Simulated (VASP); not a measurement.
# Ca (Immm) in VASP: single point with PBEsol

Aim: the single point of Ca with PBEsol.

Everything below comes from runs of VASP 6.6.1. Logs are shortened: lines on timing, memory, paths and dates and some standing lists are left out, and cuts for length are marked.

**1. The cell of the first run**

It takes space group Immm (No. 71, orthorhombic). The conventional cell has a = 4.396 Å, b = 4.480 Å, c = 4.564 Å, α = 90.00°, β = 90.00°, γ = 90.00°. Within 5.1 Å of Ca (site symmetry mmm) lie 14 Ca at 3.88 to 4.56 Å.

**2. Single point, PBEsol (strain +0.0187 x Voigt [1, -1, 0, 0, 0, 0])**

File INCAR:

```
SYSTEM = Ca
PREC = Accurate
ENCUT = 520
EDIFF = 1E-7
ISMEAR = 0
SIGMA = 0.15
LREAL = .False.
LASPH = .True.
NELM = 60
ALGO = Fast
ISIF = 2
LWAVE = .False.
LCHARG = .False.
GGA = PS
NBANDS = 11
```

File KPOINTS:

```
regular mesh
0
Gamma
  16 16 16
  0 0 0
```

File POSCAR:

```
Ca
1.0
   -2.2818880000      2.1981120000      2.2400000000
    2.2818880000     -2.1981120000      2.2400000000
    2.2818880000      2.1981120000     -2.2400000000
Ca
1
Direct
    0.0000000000      0.0000000000      0.0000000000
```

Potentials or basis: VASP PAW PBE potentials, release 64 (Ca_sv).

The run is started by

```sh
$ cat potpaw_PBE.64/Ca_sv/POTCAR > POTCAR
$ mpirun -np 1 vasp_std > vasp.out
```

OUTCAR:

```text
SYSTEM = Ca
   PREC = Accurate
   ENCUT = 520
   EDIFF = 1E-7
   ISMEAR = 0
   LREAL = .False.
   LASPH = .True.
   NELM = 60
   ISIF = 2
   GGA = PS

 ion  position               nearest neighbor table
   1  0.000  0.000  0.000-

  LATTYP: Found a body centered orthorhombic cell.
 ALAT       =     4.3962240000
 B/A-ratio  =     1.0190563538
 C/A-ratio  =     1.0381127076

  Lattice vectors:

 A1 = (  -2.2818880000,  -2.1981120000,  -2.2400000000)
 A2 = (  -2.2818880000,   2.1981120000,   2.2400000000)
 A3 = (   2.2818880000,   2.1981120000,  -2.2400000000)

Analysis of symmetry for initial positions (statically):
=====================================================================
 Subroutine PRICEL returns:
 Original cell was already a primitive cell.

 Routine SETGRP: Setting up the symmetry group for a
 body centered orthorhombic supercell.

 Subroutine GETGRP returns: Found  8 space group operations
 (whereof  8 operations were pure point group operations)
 out of a pool of  8 trial point group operations.

The static configuration has the point symmetry D_2h.

Analysis of symmetry for dynamics (positions and initial velocities):
=====================================================================
 Subroutine PRICEL returns:
 Original cell was already a primitive cell.

 Routine SETGRP: Setting up the symmetry group for a
 body centered orthorhombic supercell.

 Subroutine GETGRP returns: Found  8 space group operations
 (whereof  8 operations were pure point group operations)
 out of a pool of  8 trial point group operations.

The dynamic configuration has the point symmetry D_2h.

 Subroutine INISYM returns: Found  8 space group operations
 (whereof  8 operations are pure point group operations),
 and found     1 'primitive' translations

----------------------------------------------------------------------------------------

                                     Primitive cell

  volume of cell :      44.9420

  direct lattice vectors                    reciprocal lattice vectors
    -2.281888000  2.198112000  2.240000000     0.000000000  0.227467936  0.223214286
     2.281888000 -2.198112000  2.240000000     0.219116802  0.000000000  0.223214286
     2.281888000  2.198112000 -2.240000000     0.219116802  0.227467936  0.000000000

  length of vectors
     3.880246024  3.880246024  3.880246024     0.318694649  0.312788731  0.315838305

[... 84 lines left out ...]
   ISIF   =      2    stress and relaxation
   ISYM   =      2    0-nonsym 1-usesym 2-fastsym
   POTIM  = 0.5000    time-step for ionic-motion
   TEBEG  =    0.0;   TEEND  =   0.0 temperature during run
   PSTRESS=    0.0 pullay stress
   NELECT =      10.0000    total number of electrons
   NUPDOWN=      -1.0000    fix difference up-down
   EMIN   =  10.00;   EMAX   =-10.00  energy-range for DOS
   EFERMI =   0.00;   METHOD = LEGACY
   ISMEAR =     0;   SIGMA  =   0.15  broadening in eV -4-tet -1-fermi 0-gaus
   EFERMI_NEDOS =   21; number of points for ismear=-14 and -15
   IALGO  =     68    algorithm
   IMIX   =      4    mixing-type and parameters
     AMIX     =   0.40;   BMIX     =  1.00
     AMIX_MAG =   1.60;   BMIX_MAG =  1.00
  volume/ion in A,a.u.               =      44.94       303.28
  Fermi-wavevector in a.u.,A,eV,Ry     =   0.992028  1.874662 13.389771  0.984120
  Thomas-Fermi vector in A             =   2.123811
   LORBIT       =      0    0 simple, 1 ext, 2 COOP (PROOUT), +10 PAW based schemes
   GGA     = PS    functional components
   LHFCALC =     F    Hartree Fock is set to
   AEXX    =    0.0000 exact exchange contribution
   IVDW    =     0    specifies the selected vdW correction
   LEPSILON=     F    determine dielectric tensor
   LRPA    =     F    only Hartree local field effects (RPA)
 non-spin polarized calculation
 RMM-DIIS sequential band-by-band and
 Gauss-broadening in eV      SIGMA  =   0.15
  energy-cutoff  :      520.00
  volume of cell :       44.94
 maximum number of plane-waves:      1232
 NGX is ok and might be reduce to    30
   NGX = 15   NGY = 15   NGZ = 15

 number of electron      10.0000001 magnetization

 Free energy of the ion-electron system (eV)
  ---------------------------------------------------
  ext. energy  EPLUGINS =         0.00000000
  ---------------------------------------------------
  free energy    TOTEN  =        -2.10446537 eV

  energy without entropy =       -2.08656720  energy(sigma->0) =       -2.09551629

 E-fermi :   1.7005     XC(G=0):  -7.6133

 val. band max:        1.7004040175   @ k =  -0.1250   0.5000   0.0625
 cond. band min:       1.7017061781   @ k =   0.4375   0.1250   0.0000
 fundamental gap:      0.0013021606
 Fermi energy:         1.7005352233

 k-point     1 :       0.0000    0.0000    0.0000
  band No.  band energies     occupation
      1     -40.3424      2.00000
      2     -21.3412      2.00000
      3     -21.3389      2.00000
      4     -21.3369      2.00000
      5      -2.2641      2.00000
      6       3.8108      0.00000
      7       3.8943      0.00000
      8       3.9695      0.00000
      9       4.7987      0.00000
     10       4.9692      0.00000
     11      11.4345      0.00000
[... 309 lines left out ...]
 k-point    24 :      -0.1250    0.0625    0.0000
  band No.  band energies     occupation
      1     -40.3411      2.00000
      2     -21.3529      2.00000
      3     -21.3416      2.00000
      4     -21.3399      2.00000
      5      -2.0593      2.00000
      6       3.7441      0.00000
      7       3.8311      0.00000
      8       4.0286      0.00000
      9       4.7896      0.00000
     10       4.8677      0.00000
     11      11.3405      0.00000

 [... further k-points ...]

------------------------ aborting loop because EDIFF is reached ----------------------------------------

  FORCE on cell =-STRESS in cart. coord.  units (eV):
  Direction    XX          YY          ZZ          XY          YZ          ZX
  --------------------------------------------------------------------------------------
  -------------------------------------------------------------------------------------
  Total       -0.4242148     -0.4359133     -0.4384732      0.0000000     -0.0000000      0.0000000
  in kB      -15.1232197    -15.5402686    -15.6315316      0.0000000     -0.0000000      0.0000000
  external PRESSURE =     -15.4316733 kB  Pullay stress =       0.0000000 kB

 VOLUME and BASIS-vectors are now :
 -----------------------------------------------------------------------------
  energy-cutoff  :      520.00
  volume of cell :       44.94
      direct lattice vectors                 reciprocal lattice vectors
    -2.281888000  2.198112000  2.240000000     0.000000000  0.227467936  0.223214286
     2.281888000 -2.198112000  2.240000000     0.219116802  0.000000000  0.223214286
     2.281888000  2.198112000 -2.240000000     0.219116802  0.227467936  0.000000000

 POSITION                                       TOTAL-FORCE (eV/Angst)
 -----------------------------------------------------------------------------------
      0.00000      0.00000      0.00000        -0.000000     -0.000000     -0.000000
 -----------------------------------------------------------------------------------
    total drift:                               -0.000000     -0.000000      0.000000

  FREE ENERGIE OF THE ION-ELECTRON SYSTEM (eV)
  ---------------------------------------------------
  free  energy   TOTEN  =        -2.1044653670 eV

  energy  without entropy=       -2.0865672032  energy(sigma->0) =       -2.09551629
```

OSZICAR:

```text
N       E                     dE             d eps       ncg     rms          rms(c)
DAV:   1     0.653587593896E+02    0.65359E+02   -0.49286E+03 13662   0.812E+02
DAV:   2    -0.569431730217E+00   -0.65928E+02   -0.65335E+02 14970   0.206E+02
DAV:   3    -0.203126695863E+01   -0.14618E+01   -0.14437E+01 20046   0.301E+01
DAV:   4    -0.210688836417E+01   -0.75621E-01   -0.75311E-01 18267   0.529E+00
DAV:   5    -0.210811277401E+01   -0.12244E-02   -0.12242E-02 18895   0.617E-01    0.233E+00
RMM:   6    -0.210546286962E+01    0.26499E-02   -0.62458E-03 14551   0.990E-01    0.143E+00
RMM:   7    -0.210436117204E+01    0.11017E-02   -0.20617E-02 15617   0.189E+00    0.105E-01
RMM:   8    -0.210437743842E+01   -0.16266E-04   -0.33885E-03 17085   0.514E-01    0.255E-02
RMM:   9    -0.210443746066E+01   -0.60022E-04   -0.75045E-04 19846   0.228E-01    0.259E-02
RMM:  10    -0.210446147618E+01   -0.24016E-04   -0.12286E-04 21549   0.887E-02    0.178E-02
RMM:  11    -0.210446378372E+01   -0.23075E-05   -0.77656E-05 20200   0.737E-02    0.203E-02
RMM:  12    -0.210446436483E+01   -0.58111E-06   -0.87223E-06 20917   0.284E-02    0.917E-03
RMM:  13    -0.210446550245E+01   -0.11376E-05   -0.27845E-06 20195   0.173E-02    0.294E-03
RMM:  14    -0.210446508944E+01    0.41301E-06   -0.93960E-07 18951   0.629E-03    0.176E-03
RMM:  15    -0.210446524514E+01   -0.15570E-06   -0.24525E-07 15643   0.335E-03    0.834E-04
RMM:  16    -0.210446534640E+01   -0.10127E-06   -0.75777E-08 12601   0.170E-03    0.165E-04
RMM:  17    -0.210446536696E+01   -0.20558E-07   -0.40543E-08 11664   0.126E-03
   1 F= -.21044654E+01 E0= -.20955163E+01  d E =-.178982E-01
```

It took 4 min on 1 thread of Intel Xeon Platinum 8488C (Sapphire Rapids), shared host; peak memory 0.41 GiB.

What came out:

| Item | Value |
| --- | --- |
| Free energy | -2.1045 eV |
| Pressure | -1.5 GPa |
| Band gap on the k mesh | zero (band 5 reaches 2.01 eV, above the bottom of band 6 at 1.57 eV) |

Caveat: the cell differs from its parent crystal (strain +0.0187 x Voigt [1, -1, 0, 0, 0, 0]); the PAW data sets were made with another functional, which shifts forces and pressure a little.
